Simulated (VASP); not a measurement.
# GaN (I-4m2) in VASP: a series of runs, part 2 of 2

VASP 6.6.1. The steps go on from the part before.

## Step 3: Single point, HSE06 (epitaxial xy strain -4.0%)

File POSCAR:

```
GaN
1.0
    0.0000000000      2.1589944395      2.3405572003
    2.1589944395      0.0000000000      2.3405572003
    2.1589944395      2.1589944395      0.0000000000
Ga N
1 1
Direct
    0.0000000000      0.0000000000      0.0000000000
    0.2500000000      0.2500000000      0.2500000000
```

File INCAR.step1:

```
SYSTEM = GaN
  PREC = Accurate
  ENCUT = 520
  EDIFF = 1E-5
  ISMEAR = 0
  SIGMA = 0.01
  LREAL = .False.
  LASPH = .True.
  NELM = 60
  ALGO = Normal
  ISIF = 2
  LWAVE = .True.
  LCHARG = .False.
  NBANDS = 16
  GGA = PE
```

File INCAR.step2:

```
SYSTEM = GaN
  PREC = Accurate
  ENCUT = 520
  EDIFF = 1E-6
  ISMEAR = 0
  SIGMA = 0.01
  LREAL = .False.
  LASPH = .True.
  NELM = 60
  ALGO = Normal
  ISIF = 2
  LWAVE = .False.
  LCHARG = .False.
  GGA = PE
  LHFCALC = .True.
  HFSCREEN = 0.2079
  PRECFOCK = Normal
  NBANDS = 16
  ISTART = 1
```

File KPOINTS:

```
regular mesh
0
Gamma
  6 6 6
  0 0 0
```

Potentials or basis: VASP PAW PBE potentials, release 64 (Ga_d, N).

On the command line:

```sh
$ cat potpaw_PBE.64/Ga_d/POTCAR potpaw_PBE.64/N/POTCAR > POTCAR
$ cp INCAR.step1 INCAR
$ mpirun -np 1 vasp_std > vasp.out
$ cp INCAR.step2 INCAR
$ mpirun -np 1 vasp_std > vasp.out
```

OUTCAR:

```text
SYSTEM = GaN
   PREC = Accurate
   ENCUT = 520
   EDIFF = 1E-6
   ISMEAR = 0
   LREAL = .False.
   LASPH = .True.
   NELM = 60
   ISIF = 2
   GGA = PE
   LHFCALC = .True.
   HFSCREEN = 0.2079
   PRECFOCK = Normal
   ISTART = 1

 ion  position               nearest neighbor table
   1  0.000  0.000  0.000-   2 1.92   2 1.92   2 1.92   2 1.92
   2  0.250  0.250  0.250-   1 1.92   1 1.92   1 1.92   1 1.92

  LATTYP: Found a body centered tetragonal cell.
 ALAT       =     3.0532792174
 C/A-ratio  =     1.5331432428

  Lattice vectors:

 A1 = (  -2.1589944395,   0.0000000000,   2.3405572003)
 A2 = (   2.1589944395,   0.0000000000,   2.3405572003)
 A3 = (   0.0000000000,   2.1589944395,  -2.3405572003)

Analysis of symmetry for initial positions (statically):
=====================================================================
 Subroutine PRICEL returns:
 Original cell was already a primitive cell.

 Routine SETGRP: Setting up the symmetry group for a
 body centered tetragonal supercell.

 Subroutine GETGRP returns: Found  8 space group operations
 (whereof  8 operations were pure point group operations)
 out of a pool of 16 trial point group operations.

[... 171 lines left out ...]

 val. band max:        5.1194559261   @ k =   0.0000   0.0000   0.0000
 cond. band min:       8.2802861119   @ k =   0.0000   0.0000   0.0000
 fundamental gap:      3.1608301858
 Fermi energy:         5.1662022782

 k-point     1 :       0.0000    0.0000    0.0000
  band No.  band energies     occupation
      1     -12.8813      2.00000
      2     -10.6886      2.00000
      3     -10.5942      2.00000
      4     -10.5942      2.00000
      5     -10.2690      2.00000
      6     -10.2663      2.00000
[... 433 lines left out ...]
      3     -10.3822      2.00000
      4     -10.3411      2.00000
      5     -10.1947      2.00000
      6      -8.1649      2.00000
[... 8 lines left out ...]
     15      28.8477      0.00000
     16      29.5836      0.00000

 [... further k-points ...]

------------------------ aborting loop because EDIFF is reached ----------------------------------------

  FORCE on cell =-STRESS in cart. coord.  units (eV):
  Direction    XX          YY          ZZ          XY          YZ          ZX
  --------------------------------------------------------------------------------------
  -------------------------------------------------------------------------------------
  Total        1.7217744      1.7217744     -0.0389468      0.0000000      0.0000000      0.0000000
  in kB      126.4254560    126.4254560     -2.8597617      0.0000000      0.0000000      0.0000000
  external PRESSURE =      83.3303834 kB  Pullay stress =       0.0000000 kB

 VOLUME and BASIS-vectors are now :
 -----------------------------------------------------------------------------
  energy-cutoff  :      520.00
  volume of cell :       21.82
      direct lattice vectors                 reciprocal lattice vectors
     0.000000000  2.158994439  2.340557200    -0.231589295  0.231589295  0.213624345
     2.158994439  0.000000000  2.340557200     0.231589295 -0.231589295  0.213624345
     2.158994439  2.158994439  0.000000000     0.231589295  0.231589295 -0.213624345

 POSITION                                       TOTAL-FORCE (eV/Angst)
 -----------------------------------------------------------------------------------
      0.00000      0.00000      0.00000         0.000000      0.000000      0.000000
      1.07950      1.07950      1.17028        -0.000000     -0.000000     -0.000000
 -----------------------------------------------------------------------------------
    total drift:                               -0.000000     -0.000000     -0.000003

  FREE ENERGIE OF THE ION-ELECTRON SYSTEM (eV)
  ---------------------------------------------------
  free  energy   TOTEN  =       -14.6692173252 eV

  energy  without entropy=      -14.6692173252  energy(sigma->0) =      -14.66921733
```

OUTCAR.step1:

```text
SYSTEM = GaN
   PREC = Accurate
   ENCUT = 520
   EDIFF = 1E-5
   ISMEAR = 0
   LREAL = .False.
   LASPH = .True.
[... 678 lines left out ...]
      0.00000      0.00000      0.00000         0.000000      0.000000      0.000000
      1.07950      1.07950      1.17028        -0.000000     -0.000000     -0.000000
 -----------------------------------------------------------------------------------
    total drift:                               -0.000000     -0.000000     -0.000000

  FREE ENERGIE OF THE ION-ELECTRON SYSTEM (eV)
  ---------------------------------------------------
  free  energy   TOTEN  =       -12.0324127856 eV

  energy  without entropy=      -12.0324127856  energy(sigma->0) =      -12.03241279
```

Wall time 21 min (1 thread of Intel Xeon 6975P-C (Granite Rapids), shared host); peak memory 0.26 GiB.

What came out:

```yaml
Free_energy: -14.6692 eV
Pressure: 8.3 GPa
Band_gap_on_the_k_mesh: 3.16 eV
```

Levels at points of the mesh, in eV from the valence-band top:
```tsv
k point	band 7	band 8	band 9	band 10	band 11	band 12
(0.00, 0.00, 0.00)	-0.44	0.00	0.00	3.16	12.08	12.08
(0.50, 0.00, 0.00)	-8.00	-1.59	-0.89	6.08	10.57	11.65
(0.50, 0.50, 0.00)	-7.55	-2.75	-2.75	4.79	9.24	12.99
(0.50, 0.00, 0.50)	-6.59	-3.45	-3.38	4.17	7.84	14.23
```

Caveat: the cell differs from its parent crystal (epitaxial xy strain -4.0%); the cell stands under pressure; the PAW data sets were made with another functional, which shifts forces and pressure a little.

## Step 4: Single point, r2SCAN, non-collinear spin, zero start, spin-orbit coupling (epitaxial xy strain +3.0%)

File POSCAR:

```
GaN
1.0
    0.0000000000      2.3164211173      2.1730578193
    2.3164211173      0.0000000000      2.1730578193
    2.3164211173      2.3164211173      0.0000000000
Ga N
1 1
Direct
    0.0000000000      0.0000000000      0.0000000000
    0.2500000000      0.2500000000      0.2500000000
```

File INCAR.step1:

```
ALGO     = Normal         # electronic algorithm
EDIFF    = 1E-4           # SCF threshold, eV
ENCUT    = 520            # plane-wave cutoff, eV
GGA      = PE             # functional
GGA_COMPAT= F            
ISMEAR   = 0              # smearing method
LASPH    = T              # aspherical terms in the spheres
LCHARG   = F              # write CHGCAR
LREAL    = F              # projectors in reciprocal space
LSORBIT  = T              # spin-orbit coupling
LWAVE    = T              # write WAVECAR
MAGMOM   = 0 0 0 0 0 0    # initial moments
NBANDS   = 30             # bands
NELM     = 150            # most SCF steps
PREC     = Accurate       # precision mode
SIGMA    = 0.01           # smearing width, eV
```

File INCAR.step2:

```
ALGO     = Normal         # electronic algorithm
EDIFF    = 1E-7           # SCF threshold, eV
ENCUT    = 520            # plane-wave cutoff, eV
GGA_COMPAT= F            
ISIF     = 2              # what is computed and relaxed
ISMEAR   = 0              # smearing method
ISTART   = 1            
LASPH    = T              # aspherical terms in the spheres
LCHARG   = F              # write CHGCAR
LMIXTAU  = T            
LORBIT   = 11             # projections on sites
LORBMOM  = T            
LREAL    = F              # projectors in reciprocal space
LSORBIT  = T              # spin-orbit coupling
LWAVE    = F              # write WAVECAR
MAGMOM   = 0 0 0 0 0 0    # initial moments
METAGGA  = R2SCAN         # meta-GGA
NBANDS   = 30             # bands
NELM     = 150            # most SCF steps
PREC     = Accurate       # precision mode
SIGMA    = 0.01           # smearing width, eV
```

File KPOINTS:

```
k-points
0
Gamma
  10 10 10
```

On the command line:

```sh
$ cat potpaw_PBE.64/Ga_d/POTCAR potpaw_PBE.64/N/POTCAR > POTCAR
$ cp INCAR.step1 INCAR
$ mpirun -np 1 vasp_ncl > vasp.out
$ cp INCAR.step2 INCAR
$ mpirun -np 1 vasp_ncl > vasp.out
```

Run time: 11 min. Hardware: 1 thread of Intel Xeon 6975P-C (Granite Rapids), shared host; peak memory 0.33 GiB.

Results (log left out):

| Item | Value |
| --- | --- |
| Free energy | -21.8734 eV |
| Pressure | -3.9 GPa |
| Net moment | 0.00 μB per cell |
| Valence electrons inside the program's atomic spheres | Ga 11.78; N 3.76 |

Stress tensor (GPa, compression positive):
```
-6.27  0.00  0.00
 0.00 -6.27  0.00
 0.00  0.00  0.94
```

Moments on the atoms (μB; x, y, z):
```
Ga  0.00 0.00 0.00
N   0.00 0.00 0.00
```

Caveat: the cell differs from its parent crystal (epitaxial xy strain +3.0%); the cell stands under tension; the PAW data sets were made with another functional, which shifts forces and pressure a little.

## Step 5: Single point, r2SCAN, non-collinear spin, zero start, spin-orbit coupling (epitaxial xy strain +4.0%)

File POSCAR:

```
GaN
1.0
    0.0000000000      2.3389106427      2.1467438436
    2.3389106427      0.0000000000      2.1467438436
    2.3389106427      2.3389106427      0.0000000000
Ga N
1 1
Direct
    0.0000000000      0.0000000000      0.0000000000
    0.2500000000      0.2500000000      0.2500000000
```

File INCAR.step1:

```
SYSTEM = GaN
PREC = Accurate
ENCUT = 520
ISMEAR = 0
SIGMA = 0.01
LREAL = .False.
LASPH = .True.
NELM = 150
MAGMOM = 0 0 0 0 0 0
LSORBIT = .True.
GGA_COMPAT = .False.
NBANDS = 30
GGA = PE
ALGO = Normal
EDIFF = 1E-4
LWAVE = .True.
LCHARG = .False.
```

File INCAR.step2:

```
SYSTEM = GaN
PREC = Accurate
ENCUT = 520
EDIFF = 1E-7
ISMEAR = 0
SIGMA = 0.01
LREAL = .False.
LASPH = .True.
NELM = 150
ALGO = Normal
ISIF = 2
LWAVE = .False.
LCHARG = .True.
MAGMOM = 0 0 0 0 0 0
LORBIT = 11
LSORBIT = .True.
GGA_COMPAT = .False.
LORBMOM = .True.
METAGGA = R2SCAN
LMIXTAU = .True.
LVHAR = .True.
NBANDS = 30
ISTART = 1
```

File KPOINTS:

```
Automatic mesh
0
Gamma
  10 10 10
  0 0 0
```

On the command line:

```sh
$ cat potpaw_PBE.64/Ga_d/POTCAR potpaw_PBE.64/N/POTCAR > POTCAR
$ cp INCAR.step1 INCAR
$ mpirun -np 1 vasp_ncl > vasp.out
$ cp INCAR.step2 INCAR
$ mpirun -np 1 vasp_ncl > vasp.out
```

Wall time 13 min (1 thread of Intel Xeon 6975P-C (Granite Rapids), shared host); peak memory 0.34 GiB.

It converged, with:

- Free energy: -21.8512 eV
- Pressure: -5.4 GPa
- Net moment: 0.00 μB per cell
- Valence electrons inside the program's atomic spheres: Ga 11.76; N 3.75

Stress tensor (GPa, compression positive):
```
-8.55  0.00  0.00
 0.00 -8.55  0.00
 0.00  0.00  0.81
```

Moments on the atoms (μB; x, y, z):
```
Ga  0.00 0.00 0.00
N   0.00 0.00 0.00
```

Caveat: the cell differs from its parent crystal (epitaxial xy strain +4.0%); the cell stands under tension; the PAW data sets were made with another functional, which shifts forces and pressure a little.

## Step 6: Summary

| level | spin | cell | k mesh | grid for exact exchange (PRECFOCK) | share of exact exchange | screening parameter | gap on the mesh (eV) | pressure (GPa) | moment (μB) |
| --- | --- | --- | --- | --- | --- | --- | --- | --- | --- |
| HSE06 | off | a = 3.176, b = 3.176, c = 3.276 Å, angles 59.0, 59.0, 62.1°, 2 atoms | 6 × 6 × 6 | Normal | 0.25 | 0.2079 1/Å | 2.65 | -5.0 | - |
| HSE06 | off | a = 3.184, b = 3.184, c = 3.053 Å, angles 61.4, 61.4, 57.3°, 2 atoms | 6 × 6 × 6 | Normal | 0.25 | 0.2079 1/Å | 3.16 | 8.3 | - |
| r2SCAN | non-collinear, zero start, SOC | a = 3.176, b = 3.176, c = 3.276 Å, angles 59.0, 59.0, 62.1°, 2 atoms | 10 × 10 × 10 | - | - | - | - | -3.9 | 0.00 |
| r2SCAN | non-collinear, zero start, SOC | a = 3.175, b = 3.175, c = 3.308 Å, angles 58.6, 58.6, 62.8°, 2 atoms | 10 × 10 × 10 | - | - | - | - | -5.4 | 0.00 |

Alike in all rows: task single point; potentials or basis VASP PAW PBE potentials, release 64 (Ga_d, N); cutoff (eV) 520; smearing gaussian 0.01 eV.

Caveats: the PAW data sets were made with another functional, which shifts forces and pressure a little; the cell stands under tension (at least some runs); the cell stands under pressure (at least some runs).

Total energies depend on the potentials used, so only differences within one code and one set of settings carry meaning.
